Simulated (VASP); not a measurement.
# Cr (Im-3m) in VASP: single point with PBE

Aim: the single point of Cr with PBE.

All numbers are computed with VASP 6.6.1; they aren't measurements. Logs are shortened: lines on timing, memory, paths and dates and some standing lists are left out, and cuts for length are marked.

## (1) The cell of the first run

It takes space group Im-3m (No. 229, cubic). The conventional cell has a = 2.849 Å, b = 2.849 Å, c = 2.849 Å, α = 90.00°, β = 90.00°, γ = 90.00°. Cr (site symmetry m-3m) has 14 Cr at 2.47 to 2.85 Å within 3.3 Å.

## (2) Single point, PBE, collinear spin, ferromagnetic start

File INCAR:

```
PREC = Accurate
ENCUT = 520
EDIFF = 1E-7
ISMEAR = -1
SIGMA = 0.1
LREAL = False
LASPH = True
NELM = 150
ALGO = Normal
ISIF = 2
LWAVE = False
LCHARG = True
ISPIN = 2
MAGMOM = 2 2
LORBIT = 11
LMAXMIX = 4
GGA = PE
LELF = True
LVHAR = True
NBANDS = 23
```

File KPOINTS:

```
regular mesh
0
Gamma
  21 21 21
```

File POSCAR:

```
Cr
1.0
    2.8486260768      0.0000000000      0.0000000000
    0.0000000000      2.8486260768      0.0000000000
    0.0000000000      0.0000000000      2.8486260768
Cr
2
Direct
    0.0000000000      0.0000000000      0.0000000000
    0.5000000000      0.5000000000      0.5000000000
```

Potentials or basis: VASP PAW PBE potentials, release 64 (Cr_pv).

The run is started by

```console
$ cat potpaw_PBE.64/Cr_pv/POTCAR > POTCAR
$ mpirun -np 1 vasp_std > vasp.out
```

OUTCAR:

```text
PREC = Accurate
   ENCUT = 520
   EDIFF = 1E-7
   ISMEAR = -1
   LREAL = False
   LASPH = True
   NELM = 150
   ISIF = 2
   ISPIN = 2
   LORBIT = 11
   GGA = PE

 ion  position               nearest neighbor table
   1  0.000  0.000  0.000-   2 2.47   2 2.47   2 2.47   2 2.47   2 2.47   2 2.47   2 2.47   2 2.47

   2  0.500  0.500  0.500-   1 2.47   1 2.47   1 2.47   1 2.47   1 2.47   1 2.47   1 2.47   1 2.47

  LATTYP: Found a simple cubic cell.
 ALAT       =     2.8486260768

  Lattice vectors:

 A1 = (   2.8486260768,   0.0000000000,   0.0000000000)
 A2 = (   0.0000000000,   2.8486260768,   0.0000000000)
 A3 = (   0.0000000000,   0.0000000000,   2.8486260768)

Analysis of symmetry for initial positions (statically):
=====================================================================
 Subroutine PRICEL returns following result:

  LATTYP: Found a body centered cubic cell.
 ALAT       =     2.8486260768
[... 12 lines left out ...]
 Subroutine GETGRP returns: Found 48 space group operations
 (whereof 48 operations were pure point group operations)
 out of a pool of 48 trial point group operations.

The static configuration has the point symmetry O_h .

Analysis of symmetry for dynamics (positions and initial velocities):
=====================================================================
 Subroutine PRICEL returns following result:

  LATTYP: Found a body centered cubic cell.
 ALAT       =     2.8486260768
[... 12 lines left out ...]
 Subroutine GETGRP returns: Found 48 space group operations
 (whereof 48 operations were pure point group operations)
 out of a pool of 48 trial point group operations.

The dynamic configuration has the point symmetry O_h .

Analysis of structural, dynamic, and magnetic symmetry:
=====================================================================
 Subroutine PRICEL returns following result:

  LATTYP: Found a body centered cubic cell.
 ALAT       =     2.8486260768
[... 12 lines left out ...]
 Subroutine GETGRP returns: Found 48 space group operations
 (whereof 48 operations were pure point group operations)
 out of a pool of 48 trial point group operations.

The overall configuration has the point symmetry O_h .

 Subroutine INISYM returns: Found 48 space group operations
 (whereof 48 operations are pure point group operations),
 and found     2 'primitive' translations

----------------------------------------------------------------------------------------

                                     Primitive cell
[... 111 lines left out ...]
  Fermi-wavevector in a.u.,A,eV,Ry     =   1.657715  3.132627 37.389057  2.748018
  Thomas-Fermi vector in A             =   2.745420
   LORBIT       =     11    0 simple, 1 ext, 2 COOP (PROOUT), +10 PAW based schemes
   GGA     = PE    functional components
   LHFCALC =     F    Hartree Fock is set to
   AEXX    =    0.0000 exact exchange contribution
   IVDW    =     0    specifies the selected vdW correction
   LEPSILON=     F    determine dielectric tensor
   LRPA    =     F    only Hartree local field effects (RPA)
 spin polarized calculation
  energy-cutoff  :      520.00
  volume of cell :       23.12
 maximum number of plane-waves:       639
 NGX is ok and might be reduce to    24
   NGX = 11   NGY = 11   NGZ = 11

 number of electron      23.9999986 magnetization      -0.0000044

 number of electron      23.9999986 magnetization       0.0000119

 Free energy of the ion-electron system (eV)
  ---------------------------------------------------
  ext. energy  EPLUGINS =         0.00000000
  ---------------------------------------------------
  free energy    TOTEN  =       -19.05515131 eV

  energy without entropy =      -19.00629830  energy(sigma->0) =      -19.03072481

 E-fermi :  10.9613     XC(G=0): -13.6700

 val. band max:       10.9598039832   @ k =   0.4762   0.0952   0.0952
 cond. band min:      10.9639024557   @ k =   0.4762   0.3810   0.0000
 fundamental gap:      0.0040984725
 Fermi energy:        10.9612782348

 spin component 1

 k-point     1 :       0.0000    0.0000    0.0000
  band No.  band energies     occupation
      1     -32.3880      1.00000
      2     -32.3879      1.00000
      3     -32.3879      1.00000
      4     -31.7604      1.00000
      5     -31.7604      1.00000
      6     -31.7604      1.00000
[... 613 lines left out ...]
     22      23.5432      0.00000
     23      28.7033      0.00000

 [... further k-points ...]

 spin component 2

 k-point     1 :       0.0000    0.0000    0.0000
  band No.  band energies     occupation
      1     -32.3879      1.00000
      2     -32.3879      1.00000
      3     -32.3879      1.00000
      4     -31.7604      1.00000
      5     -31.7604      1.00000
      6     -31.7604      1.00000
[... 613 lines left out ...]
     22      23.5432      0.00000
     23      28.7033      0.00000

 [... further k-points ...]

------------------------ aborting loop because EDIFF is reached ----------------------------------------

  FORCE on cell =-STRESS in cart. coord.  units (eV):
  Direction    XX          YY          ZZ          XY          YZ          ZX
  --------------------------------------------------------------------------------------
  -------------------------------------------------------------------------------------
  Total       -0.0755400     -0.0755400     -0.0755400      0.0000000      0.0000000      0.0000000
  in kB       -5.2357799     -5.2357799     -5.2357799      0.0000000      0.0000000      0.0000000
  external PRESSURE =      -5.2357799 kB  Pullay stress =       0.0000000 kB

 VOLUME and BASIS-vectors are now :
 -----------------------------------------------------------------------------
  energy-cutoff  :      520.00
  volume of cell :       23.12
      direct lattice vectors                 reciprocal lattice vectors
     2.848626077  0.000000000  0.000000000     0.351046425  0.000000000  0.000000000
     0.000000000  2.848626077  0.000000000     0.000000000  0.351046425  0.000000000
     0.000000000  0.000000000  2.848626077     0.000000000  0.000000000  0.351046425

 POSITION                                       TOTAL-FORCE (eV/Angst)
 -----------------------------------------------------------------------------------
      0.00000      0.00000      0.00000         0.000000      0.000000     -0.000000
      1.42431      1.42431      1.42431        -0.000000     -0.000000      0.000000
 -----------------------------------------------------------------------------------
    total drift:                                0.000000      0.000000     -0.000000

  FREE ENERGIE OF THE ION-ELECTRON SYSTEM (eV)
  ---------------------------------------------------
  free  energy   TOTEN  =       -19.0551513137 eV

  energy  without entropy=      -19.0062983004  energy(sigma->0) =      -19.03072481

 total charge

# of ion       s       p       d       tot
------------------------------------------
    1        0.440   6.405   4.211  11.057
    2        0.440   6.405   4.211  11.057
--------------------------------------------------
tot          0.881  12.810   8.423  22.114

 magnetization (x)

# of ion       s       p       d       tot
------------------------------------------
    1        0.000   0.000   0.000   0.000
    2        0.000   0.000   0.000   0.000
--------------------------------------------------
tot          0.000   0.000   0.000   0.000
```

OSZICAR:

```text
N       E                     dE             d eps       ncg     rms          rms(c)
DAV:   1     0.241939998299E+03    0.24194E+03   -0.13154E+04 26456   0.129E+03
DAV:   2    -0.130361119797E+02   -0.25498E+03   -0.24534E+03 26879   0.379E+02
DAV:   3    -0.209561830825E+02   -0.79201E+01   -0.78608E+01 32577   0.786E+01
DAV:   4    -0.210250124292E+02   -0.68829E-01   -0.68769E-01 29268   0.738E+00
DAV:   5    -0.210258895427E+02   -0.87711E-03   -0.87710E-03 28364   0.792E-01    0.227E+01
DAV:   6    -0.190482091312E+02    0.19777E+01   -0.92940E+00 27796   0.363E+01    0.476E+00
DAV:   7    -0.190689073949E+02   -0.20698E-01   -0.24710E-01 28440   0.414E+00    0.271E+00
DAV:   8    -0.190636122349E+02    0.52952E-02   -0.72382E-03 29756   0.926E-01    0.121E+00
DAV:   9    -0.190547947083E+02    0.88175E-02   -0.32686E-03 29245   0.607E-01    0.234E-01
DAV:  10    -0.190551432118E+02   -0.34850E-03   -0.60012E-04 28167   0.235E-01    0.676E-02
DAV:  11    -0.190551608728E+02   -0.17661E-04   -0.20121E-05 30638   0.419E-02    0.292E-02
DAV:  12    -0.190551527627E+02    0.81101E-05   -0.38952E-06 28104   0.166E-02    0.798E-03
DAV:  13    -0.190551515167E+02    0.12459E-05   -0.10613E-06 27999   0.975E-03    0.993E-04
DAV:  14    -0.190551512381E+02    0.27866E-06   -0.24016E-08 17594   0.127E-03    0.476E-04
DAV:  15    -0.190551513137E+02   -0.75591E-07   -0.28902E-09 14570   0.486E-04
   1 F= -.19055151E+02 E0= -.19030725E+02  d E =-.488530E-01  mag=     0.0000
```

It took 4.3 min on 1 thread of Intel Xeon Platinum 8259CL at 2.50GHz (Skylake/Cascade Lake), shared host; peak memory 0.31 GiB.

Results:

- Free energy: -19.0552 eV
- Pressure: -0.5 GPa
- Band gap on the k mesh: zero (filled and empty bands overlap)
- Net moment: 0.00 μB per cell
- Valence electrons inside the program's atomic spheres: Cr 11.06

Caveat: an empty level that is flat over the whole mesh can mark a ghost state of the potentials, or a narrow d or f band; the moments typed at the start vanished in this run.
